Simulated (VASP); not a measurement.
Wanted: the native input for a VASP 6.6.1 run.

* Task: single point
* Functional: r2SCANh
* Potentials or basis: VASP PAW PBE potentials, release 64 (Fe, O)
* Cutoff: 520 eV
* k mesh: 6 × 6 × 6
* Occupations: fermi-dirac, width 0.05 eV
* Spin: collinear spin, ferromagnetic start
* Starting moments: [3.0, 0.0] μB
* Dipole correction: no
* Grid for exact exchange (PRECFOCK): Normal
* Further INCAR settings: ALGO = Normal; EDIFF = 1e-06; NBANDS = 18
* Share of exact exchange: 0.1

The system is FeO.

```
Fe O
1.0
     0.00000    2.15540    2.15540
     2.15540    0.00000    2.15540
     2.15540    2.15540    0.00000
Fe O
1 1
Direct
  0.00000 0.00000 0.00000
  0.50000 0.50000 0.50000
```

These files were run (other wordings do the same):

POSCAR

```
FeO
1.0
    0.0000000000      2.1554000000      2.1554000000
    2.1554000000      0.0000000000      2.1554000000
    2.1554000000      2.1554000000      0.0000000000
Fe O
1 1
Direct
    0.0000000000      0.0000000000      0.0000000000
    0.5000000000      0.5000000000      0.5000000000
```

INCAR.step1

```
ALGO = Normal ; EDIFF = 1E-5
ENCUT = 520 ; GGA = PE
ISIF = 2 ; ISMEAR = -1
ISPIN = 2 ; LASPH = True
LMAXMIX = 4 ; LORBIT = 11
LREAL = False ; LWAVE = True
MAGMOM = 3 0 ; NBANDS = 18
NELM = 150 ; PREC = Accurate
SIGMA = 0.05
```

INCAR.step2

```
AEXX = 0.1 ; ALGO = Normal
EDIFF = 1E-6 ; ENCUT = 520
ISIF = 2 ; ISMEAR = -1
ISPIN = 2 ; ISTART = 1
LASPH = True ; LCHARG = True
LELF = True ; LHFCALC = True
LMAXMIX = 4 ; LMIXTAU = True
LORBIT = 11 ; LREAL = False
LVHAR = True ; LWAVE = False
MAGMOM = 3 0 ; METAGGA = R2SCAN
NBANDS = 18 ; NELM = 150
PREC = Accurate ; PRECFOCK = Normal
SIGMA = 0.05
```

KPOINTS

```
k-points
0
Gamma
  6 6 6
```

Potentials or basis: VASP PAW PBE potentials, release 64 (Fe, O).

Run with:

```bash
$ cat potpaw_PBE.64/Fe/POTCAR potpaw_PBE.64/O/POTCAR > POTCAR
$ cp INCAR.step1 INCAR
$ mpirun -np 1 vasp_std > vasp.out
$ cp INCAR.step2 INCAR
$ mpirun -np 1 vasp_std > vasp.out
```

Results of the run:

```json
{"Pressure": "-7.7 GPa", "Band gap on the k mesh": "zero (filled and empty bands overlap)", "Net moment": "4.01 μB per cell", "Site moments": "Fe +3.72; O +0.26 μB", "Valence electrons inside the program's atomic spheres": "Fe 6.69; O 5.05"}
```

Caveat: the k points lie up to 0.42 Å⁻¹ apart, too coarse for converged energies and pressures of a metal; the PAW data sets were made with another functional, which shifts forces and pressure a little; a cell with one magnetic atom can't hold antiferromagnetic order, which such compounds often take.

Run time: 71 min on 1 thread of Intel(R) Xeon(R) Platinum 8375C CPU @ 2.90GHz (Ice Lake), on a shared host, peak memory 0.17 GiB.
